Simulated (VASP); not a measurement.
# Na (I4/mmm) in VASP: further runs

Na is run at these levels: PBE; tasks: single point.

All numbers are computed with VASP 6.6.1; they aren't measurements. Logs are shortened: lines on timing, memory, paths and dates and some standing lists are left out, and cuts for length are marked.

### 1 The cell of the first run

It takes space group I4/mmm (No. 139, tetragonal). The conventional cell has a = 4.171 Å, b = 4.171 Å, c = 4.299 Å, α = 90.00°, β = 90.00°, γ = 90.00°. Na (site symmetry 4/mmm) has 14 Na at 3.65 to 4.30 Å within 4.8 Å.

### 2 Single point, PBE (strain -0.015 along x and y, +0.015 along z)

INCAR reads:

```
PREC = Accurate
ENCUT = 520
EDIFF = 1E-7
ISMEAR = 0
SIGMA = 0.15
LREAL = F
LASPH = T
NELM = 80
ALGO = Fast
ISIF = 2
LWAVE = F
LCHARG = T
GGA = PE
LELF = T
LVHAR = T
NBANDS = 10
```

KPOINTS reads:

```
Automatic mesh
0
Gamma
  16 16 16
```

POSCAR reads:

```
Na
1.0
   -2.0857375000      2.0857375000      2.1492625000
    2.0857375000     -2.0857375000      2.1492625000
    2.0857375000      2.0857375000     -2.1492625000
Na
1
Direct
    0.0000000000      0.0000000000      0.0000000000
```

Potentials or basis: VASP PAW PBE potentials, release 64 (Na_pv).

Started as:

```bash
$ cat potpaw_PBE.64/Na_pv/POTCAR > POTCAR
$ mpirun -np 1 vasp_std > vasp.out
```

OUTCAR:

```text
PREC = Accurate
   ENCUT = 520
   EDIFF = 1E-7
   ISMEAR = 0
   LREAL = F
   LASPH = T
   NELM = 80
   ISIF = 2
   GGA = PE

 ion  position               nearest neighbor table
   1  0.000  0.000  0.000-

  LATTYP: Found a body centered tetragonal cell.
 ALAT       =     4.1714750000
 C/A-ratio  =     1.0304568528

  Lattice vectors:

 A1 = (  -2.0857375000,   2.0857375000,   2.1492625000)
 A2 = (   2.0857375000,  -2.0857375000,   2.1492625000)
 A3 = (   2.0857375000,   2.0857375000,  -2.1492625000)

Analysis of symmetry for initial positions (statically):
=====================================================================
 Subroutine PRICEL returns:
 Original cell was already a primitive cell.

 Routine SETGRP: Setting up the symmetry group for a
 body centered tetragonal supercell.

 Subroutine GETGRP returns: Found 16 space group operations
 (whereof 16 operations were pure point group operations)
 out of a pool of 16 trial point group operations.

The static configuration has the point symmetry D_4h.

Analysis of symmetry for dynamics (positions and initial velocities):
=====================================================================
 Subroutine PRICEL returns:
 Original cell was already a primitive cell.

 Routine SETGRP: Setting up the symmetry group for a
 body centered tetragonal supercell.

 Subroutine GETGRP returns: Found 16 space group operations
 (whereof 16 operations were pure point group operations)
 out of a pool of 16 trial point group operations.

The dynamic configuration has the point symmetry D_4h.

 Subroutine INISYM returns: Found 16 space group operations
 (whereof 16 operations are pure point group operations),
 and found     1 'primitive' translations

----------------------------------------------------------------------------------------

                                     Primitive cell

  volume of cell :      37.3998

  direct lattice vectors                    reciprocal lattice vectors
    -2.085737500  2.085737500  2.149262500     0.000000000  0.239723359  0.232637940
     2.085737500 -2.085737500  2.149262500     0.239723359  0.000000000  0.232637940
     2.085737500  2.085737500 -2.149262500     0.239723359  0.239723359  0.000000000

  length of vectors
     3.649648083  3.649648083  3.649648083     0.334047452  0.334047452  0.339020026

  position of ions in fractional coordinates (direct lattice)
     0.000000000  0.000000000  0.000000000

  ion indices of the primitive-cell ions
   primitive index   ion index
                 1           1

----------------------------------------------------------------------------------------

 KPOINTS: Automatic mesh

Automatic generation of k-mesh.
 Grid dimensions read from file:
 generate k-points for:   16   16   16

 Generating k-lattice:

  Cartesian coordinates                     Fractional coordinates (reciprocal lattice)
     0.000000000  0.014982710  0.014539871     0.062500000  0.000000000  0.000000000
     0.014982710  0.000000000  0.014539871     0.000000000  0.062500000  0.000000000
     0.014982710  0.014982710  0.000000000     0.000000000  0.000000000  0.062500000

  Length of vectors
     0.020877966  0.020877966  0.021188752

  Shift w.r.t. Gamma in fractional coordinates (k-lattice)
     0.000000000  0.000000000  0.000000000

 Subroutine IBZKPT returns following result:
 ===========================================

 Found    349 irreducible k-points:

 Following reciprocal coordinates:
            Coordinates               Weight
  0.000000  0.000000  0.000000      1.000000
  0.062500  0.000000  0.000000      8.000000
  0.125000  0.000000  0.000000      8.000000
  0.187500  0.000000 -0.000000      8.000000
  0.250000  0.000000  0.000000      8.000000
  0.312500  0.000000  0.000000      8.000000
[... 16 lines left out ...]
 -0.125000  0.062500  0.000000     16.000000
 -0.062500  0.062500  0.000000      4.000000
 [... further k-points ...]
   k-points           NKPTS =    349   k-points in BZ     NKDIM =    349   number of bands    NBANDS=     10
   number of dos      NEDOS =    301   number of ions     NIONS =      1
   total plane-waves  NPLWV =  21952
   dimension x,y,z NGX =    28 NGY =   28 NGZ =   28
   dimension x,y,z NGXF=    56 NGYF=   56 NGZF=   56
   ions per type =               1
   NGX,Y,Z   is equivalent  to a cutoff of  12.75, 12.75, 12.75 a.u.
   NGXF,Y,Z  is equivalent  to a cutoff of  25.51, 25.51, 25.51 a.u.
 SYSTEM =  unknown system
   PREC   = accura    normal or accurate (medium, high low for compatibility)
   ISTART =      0    job   : 0-new  1-cont  2-samecut
   ICHARG =      2    charge: 1-file 2-atom 10-const
   ISPIN  =      1    spin polarized calculation?
   LNONCOLLINEAR =      F non collinear calculations
   LSORBIT =      F    spin-orbit coupling
   LASPH  =      T    aspherical Exc in radial PAW
   ENCUT  =  520.0 eV  38.22 Ry    6.18 a.u.   6.79  6.79  6.79*2*pi/ulx,y,z
   NELM   =     80;   NELMIN=  2; NELMDL= -5     # of ELM steps
   EDIFF  = 0.1E-06   stopping-criterion for ELM
   LREAL  =      F    real-space projection
   EDIFFG = 0.1E-05   stopping-criterion for IOM
   NSW    =      0    number of steps for IOM
   IBRION =     -1    ionic relax: 0-MD 1-quasi-New 2-CG
   NFREE  =      0    steps in history (QN), initial steepest desc. (CG)
   ISIF   =      2    stress and relaxation
   ISYM   =      2    0-nonsym 1-usesym 2-fastsym
   POTIM  = 0.5000    time-step for ionic-motion
   TEBEG  =    0.0;   TEEND  =   0.0 temperature during run
   PSTRESS=    0.0 pullay stress
   NELECT =       7.0000    total number of electrons
   NUPDOWN=      -1.0000    fix difference up-down
   EMIN   =  10.00;   EMAX   =-10.00  energy-range for DOS
   EFERMI =   0.00;   METHOD = LEGACY
   ISMEAR =     0;   SIGMA  =   0.15  broadening in eV -4-tet -1-fermi 0-gaus
   EFERMI_NEDOS =   21; number of points for ismear=-14 and -15
   IALGO  =     68    algorithm
   IMIX   =      4    mixing-type and parameters
     AMIX     =   0.40;   BMIX     =  1.00
     AMIX_MAG =   1.60;   BMIX_MAG =  1.00
  volume/ion in A,a.u.               =      37.40       252.39
  Fermi-wavevector in a.u.,A,eV,Ry     =   0.936450  1.769634 11.931474  0.876939
  Thomas-Fermi vector in A             =   2.063461
   LORBIT       =      0    0 simple, 1 ext, 2 COOP (PROOUT), +10 PAW based schemes
   GGA     = PE    functional components
   LHFCALC =     F    Hartree Fock is set to
   AEXX    =    0.0000 exact exchange contribution
   IVDW    =     0    specifies the selected vdW correction
   LEPSILON=     F    determine dielectric tensor
   LRPA    =     F    only Hartree local field effects (RPA)
 non-spin polarized calculation
 RMM-DIIS sequential band-by-band and
 Gauss-broadening in eV      SIGMA  =   0.15
  energy-cutoff  :      520.00
  volume of cell :       37.40
 maximum number of plane-waves:      1024
   NGX = 13   NGY = 13   NGZ = 13

 number of electron       7.0000008 magnetization

 Free energy of the ion-electron system (eV)
  ---------------------------------------------------
  ext. energy  EPLUGINS =         0.00000000
  ---------------------------------------------------
  free energy    TOTEN  =        -1.31396753 eV

  energy without entropy =       -1.30883746  energy(sigma->0) =       -1.31140249

 E-fermi :   0.3047     XC(G=0):  -6.4793

 val. band max:        0.3020798896   @ k =  -0.3125  -0.3125   0.2500
 cond. band min:       0.3101305736   @ k =   0.5000   0.1875   0.0000
 fundamental gap:      0.0080506839
 Fermi energy:         0.3047009984

 k-point     1 :       0.0000    0.0000    0.0000
  band No.  band energies     occupation
      1     -24.6049      2.00000
      2     -24.6049      2.00000
      3     -24.6048      2.00000
      4      -2.9558      2.00000
      5      11.8372      0.00000
      6      11.8372      0.00000
      7      12.2839      0.00000
      8      12.7595      0.00000
      9      13.2000      0.00000
     10      13.3432      0.00000

 k-point     2 :       0.0625    0.0000    0.0000
  band No.  band energies     occupation
      1     -24.6062      2.00000
      2     -24.6054      2.00000
      3     -24.6049      2.00000
      4      -2.8880      2.00000
      5      10.8885      0.00000
      6      11.4702      0.00000
      7      11.9154      0.00000
      8      12.2800      0.00000
      9      12.5736      0.00000
     10      13.6250      0.00000

 k-point     3 :       0.1250    0.0000    0.0000
  band No.  band energies     occupation
      1     -24.6100      2.00000
      2     -24.6066      2.00000
      3     -24.6048      2.00000
      4      -2.6851      2.00000
      5       9.2822      0.00000
      6      10.8038      0.00000
      7      11.3315      0.00000
      8      11.6881      0.00000
      9      12.2266      0.00000
     10      13.7610      0.00000

 k-point     4 :       0.1875    0.0000   -0.0000
  band No.  band energies     occupation
      1     -24.6156      2.00000
      2     -24.6084      2.00000
      3     -24.6048      2.00000
      4      -2.3487      2.00000
      5       7.7000      0.00000
      6      10.1588      0.00000
      7      10.7919      0.00000
      8      11.0715      0.00000
      9      11.9078      0.00000
     10      13.9446      0.00000

 k-point     5 :       0.2500    0.0000    0.0000
  band No.  band energies     occupation
      1     -24.6222      2.00000
      2     -24.6106      2.00000
      3     -24.6047      2.00000
      4      -1.8814      2.00000
      5       6.2042      0.00000
      6       9.6081      0.00000
      7      10.3402      0.00000
      8      10.5581      0.00000
      9      11.5335      0.00000
     10      14.2299      0.00000

 k-point     6 :       0.3125    0.0000    0.0000
  band No.  band energies     occupation
      1     -24.6288      2.00000
      2     -24.6128      2.00000
      3     -24.6047      2.00000
      4      -1.2866      2.00000
      5       4.8083      0.00000
      6       9.1717      0.00000
      7       9.9867      0.00000
      8      10.1579      0.00000
      9      11.1785      0.00000
     10      14.6617      0.00000

 k-point     7 :       0.3750    0.0000   -0.0000
  band No.  band energies     occupation
      1     -24.6344      2.00000
      2     -24.6146      2.00000
      3     -24.6047      2.00000
      4      -0.5689      2.00000
      5       3.5188      0.00000
      6       8.8570      0.00000
      7       9.7340      0.00000
      8       9.8725      0.00000
      9      10.8965      0.00000
     10      15.1964      0.00000

 k-point     8 :       0.4375    0.0000    0.0000
  band No.  band energies     occupation
      1     -24.6381      2.00000
      2     -24.6159      2.00000
      3     -24.6046      2.00000
      4       0.2621      1.31230
      5       2.3451      0.00000
      6       8.6673      0.00000
      7       9.5825      0.00000
      8       9.7016      0.00000
      9      10.7175      0.00000
     10      15.7721      0.00000

 k-point     9 :       0.5000    0.0000    0.0000
  band No.  band energies     occupation
      1     -24.6394      2.00000
      2     -24.6163      2.00000
      3     -24.6046      2.00000
      4       1.0244      0.00000
      5       1.4686      0.00000
      6       8.6039      0.00000
      7       9.5320      0.00000
      8       9.6447      0.00000
      9      10.6564      0.00000
     10      16.1174      0.00000
[... 118 lines left out ...]
 k-point    19 :      -0.3750    0.0625    0.0000
  band No.  band energies     occupation
      1     -24.6318      2.00000
      2     -24.6139      2.00000
      3     -24.6053      2.00000
      4      -0.8821      2.00000
      5       4.1746      0.00000
      6       8.2569      0.00000
      7       9.5028      0.00000
      8      10.5154      0.00000
      9      11.7060      0.00000
     10      14.1121      0.00000

 k-point    20 :      -0.3125    0.0625    0.0000
  band No.  band energies     occupation
      1     -24.6259      2.00000
      2     -24.6118      2.00000
      3     -24.6053      2.00000
      4      -1.5402      2.00000
      5       5.5128      0.00000
      6       8.6432      0.00000
      7       9.8059      0.00000
      8      10.8781      0.00000
      9      11.9417      0.00000
     10      13.6694      0.00000

 k-point    21 :      -0.2500    0.0625    0.0000
  band No.  band energies     occupation
      1     -24.6195      2.00000
      2     -24.6094      2.00000
      3     -24.6053      2.00000
      4      -2.0732      2.00000
      5       6.9518      0.00000
      6       9.1506      0.00000
      7      10.2065      0.00000
      8      11.3381      0.00000
      9      12.1624      0.00000
     10      13.4453      0.00000

 k-point    22 :      -0.1875    0.0625    0.0000
  band No.  band energies     occupation
      1     -24.6135      2.00000
      2     -24.6073      2.00000
      3     -24.6054      2.00000
      4      -2.4770      2.00000
      5       8.4790      0.00000
      6       9.7762      0.00000
      7      10.6879      0.00000
      8      11.8256      0.00000
      9      12.3082      0.00000
     10      13.5185      0.00000

 k-point    23 :      -0.1250    0.0625    0.0000
  band No.  band energies     occupation
      1     -24.6089      2.00000
      2     -24.6058      2.00000
      3     -24.6053      2.00000
      4      -2.7486      2.00000
      5      10.0512      0.00000
      6      10.5137      0.00000
      7      11.1986      0.00000
      8      12.0456      0.00000
      9      12.5835      0.00000
     10      13.7609      0.00000

 k-point    24 :      -0.0625    0.0625    0.0000
  band No.  band energies     occupation
      1     -24.6062      2.00000
      2     -24.6053      2.00000
      3     -24.6049      2.00000
      4      -2.8860      2.00000
      5      11.2812      0.00000
      6      11.3416      0.00000
      7      11.5331      0.00000
      8      12.1558      0.00000
      9      12.6578      0.00000
     10      13.8114      0.00000

 [... further k-points ...]
[... 5 lines left out ...]
  --------------------------------------------------------------------------------------
  -------------------------------------------------------------------------------------
  Total       -0.0207087     -0.0207087     -0.0281850      0.0000000      0.0000000      0.0000000
  in kB       -0.8871436     -0.8871436     -1.2074226      0.0000000      0.0000000      0.0000000
  external PRESSURE =      -0.9939032 kB  Pullay stress =       0.0000000 kB

 VOLUME and BASIS-vectors are now :
 -----------------------------------------------------------------------------
  energy-cutoff  :      520.00
  volume of cell :       37.40
      direct lattice vectors                 reciprocal lattice vectors
    -2.085737500  2.085737500  2.149262500     0.000000000  0.239723359  0.232637940
     2.085737500 -2.085737500  2.149262500     0.239723359  0.000000000  0.232637940
     2.085737500  2.085737500 -2.149262500     0.239723359  0.239723359  0.000000000

 POSITION                                       TOTAL-FORCE (eV/Angst)
 -----------------------------------------------------------------------------------
      0.00000      0.00000      0.00000         0.000000      0.000000      0.000000
 -----------------------------------------------------------------------------------
    total drift:                               -0.000000     -0.000000     -0.000000

  FREE ENERGIE OF THE ION-ELECTRON SYSTEM (eV)
  ---------------------------------------------------
  free  energy   TOTEN  =        -1.3139675268 eV

  energy  without entropy=       -1.3088374577  energy(sigma->0) =       -1.31140249
```

Run time: 2.6 min. Hardware: 1 thread of Intel Xeon Platinum 8375C at 2.90GHz (Ice Lake), shared host; peak memory 0.22 GiB.

Results:

* Free energy: -1.3140 eV
* Pressure: -0.1 GPa
* Band gap on the k mesh: zero (an odd number of electrons rules out a gap without spin polarisation)

Caveat: the cell differs from its parent crystal (strain -0.015 along x and y, +0.015 along z).

### 3 Single point, PBE (strain -0.015 along x and y, +0.030 along z)

INCAR reads:

```
SYSTEM = Na
PREC     = Accurate       ! precision mode
ENCUT    = 520            ! plane-wave cutoff, eV
EDIFF    = 1E-6           ! SCF threshold, eV
ISMEAR   = 0              ! smearing method
SIGMA    = 0.15           ! smearing width, eV
LREAL    = .FALSE.        ! projectors in reciprocal space
LASPH    = .TRUE.         ! aspherical terms in the spheres
NELM     = 60             ! most SCF steps
ALGO     = Fast           ! electronic algorithm
ISIF     = 2              ! what is computed and relaxed
LWAVE    = .FALSE.        ! write WAVECAR
LCHARG   = .TRUE.         ! write CHGCAR
GGA      = PE             ! functional
LELF     = .TRUE.         ! ELF
LVHAR    = .TRUE.       
NBANDS   = 10             ! bands
```

KPOINTS reads:

```
regular mesh
0
G
  16 16 16
  0 0 0
```

POSCAR reads:

```
Na
1.0
   -2.0857375000      2.0857375000      2.1810250000
    2.0857375000     -2.0857375000      2.1810250000
    2.0857375000      2.0857375000     -2.1810250000
Na
1
Direct
    0.0000000000      0.0000000000      0.0000000000
```

Potentials or basis: VASP PAW PBE potentials, release 64 (Na_pv).

Started as:

```bash
$ cat potpaw_PBE.64/Na_pv/POTCAR > POTCAR
$ mpirun -np 1 vasp_std > vasp.out
```

It took 1.8 min on 1 thread of Intel Xeon Platinum 8375C at 2.90GHz (Ice Lake), shared host; peak memory 0.22 GiB.

Results (log left out):

```
Free energy            : -1.3134 eV
Pressure               : -0.3 GPa
Band gap on the k mesh : zero (an odd number of electrons rules out a gap without spin polarisation)
```

Levels at points of the mesh, in eV from the Fermi level:
```csv
k point,band 1,band 2,band 3,band 4,band 5,band 6,band 7,band 8,band 9
"(0.00, 0.00, 0.00)",-24.92,-24.92,-24.92,-3.23,11.38,11.38,12.03,12.26,12.92
"(0.50, 0.00, 0.00)",-24.95,-24.93,-24.92,0.70,1.13,8.30,9.19,9.32,10.28
"(0.50, 0.50, 0.00)",-24.95,-24.93,-24.92,0.86,1.33,7.75,8.64,8.76,9.99
"(0.50, 0.50, 0.50)",-24.94,-24.94,-24.94,4.26,4.33,4.67,5.07,5.07,7.54
```

Caveat: the cell differs from its parent crystal (strain -0.015 along x and y, +0.030 along z).

### 4 Single point, PBE (strain +0.015 along x and y, -0.030 along z)

INCAR reads:

```
ALGO = Fast ; EDIFF = 1E-6
ENCUT = 520 ; GGA = PE
ISIF = 2 ; ISMEAR = 0
LASPH = T ; LCHARG = F
LREAL = F ; LWAVE = F
NBANDS = 10 ; NELM = 60
PREC = Accurate ; SIGMA = 0.15
```

KPOINTS reads:

```
k-points
0
Gamma
  16 16 16
```

POSCAR reads:

```
Na
1.0
   -2.1492625000      2.1492625000      2.0539750000
    2.1492625000     -2.1492625000      2.0539750000
    2.1492625000      2.1492625000     -2.0539750000
Na
1
Direct
    0.0000000000      0.0000000000      0.0000000000
```

Started as:

```bash
$ cat potpaw_PBE.64/Na_pv/POTCAR > POTCAR
$ mpirun -np 1 vasp_std > vasp.out
```

Run time: 93 s. Hardware: 1 thread of Intel Xeon Platinum 8375C at 2.90GHz (Ice Lake), shared host; peak memory 0.22 GiB.

Results (log left out):

```yaml
Free_energy: -1.3133 eV
Pressure: -0.3 GPa
Band_gap_on_the_k_mesh: zero (an odd number of electrons rules out a gap without spin polarisation)
```

Stress tensor (GPa, compression positive):
```
-0.33  0.00  0.00
 0.00 -0.33  0.00
 0.00  0.00 -0.23
```

Levels at points of the mesh, in eV from the Fermi level:
```
           k point  band 1  band 2  band 3  band 4  band 5  band 6  band 7  band 8
(0.00, 0.00, 0.00)  -24.92  -24.92  -24.92   -3.23   11.14   11.83   11.83   12.24
(0.50, 0.00, 0.00)  -24.95  -24.93  -24.92    0.81    1.27    7.93    8.82    8.94
(0.50, 0.50, 0.00)  -24.95  -24.93  -24.92    0.64    1.06    8.51    9.40    9.53
(0.50, 0.50, 0.50)  -24.94  -24.94  -24.94    4.30    4.57    4.57    4.63    5.35
```

Caveat: the cell differs from its parent crystal (strain +0.015 along x and y, -0.030 along z).

### 5 Overview

| cell | further INCAR settings | gap on the mesh (eV) | pressure (GPa) |
| --- | --- | --- | --- |
| a = 3.650 Å, angles 110.3, 110.3, 107.8°, 1 atom | ALGO = Fast; EDIFF = 1e-07; NBANDS = 10 | none | -0.1 |
| a = 3.668 Å, angles 110.7, 110.7, 107.0°, 1 atom | ALGO = Fast; EDIFF = 1e-06; NBANDS = 10 | none | -0.3 |
| a = 3.668 Å, angles 108.3, 108.3, 111.9°, 1 atom | ALGO = Fast; EDIFF = 1e-06; NBANDS = 10 | none | -0.3 |

Alike in all rows: task single point; level PBE; potentials or basis VASP PAW PBE potentials, release 64 (Na_pv); no spin polarisation; k mesh 16 × 16 × 16; cutoff (eV) 520; smearing gaussian 0.15 eV.

Absolute energies hang on the potentials; compare differences alone.

The gap in the log of VASP goes by the Fermi energy; the results here count the filled bands.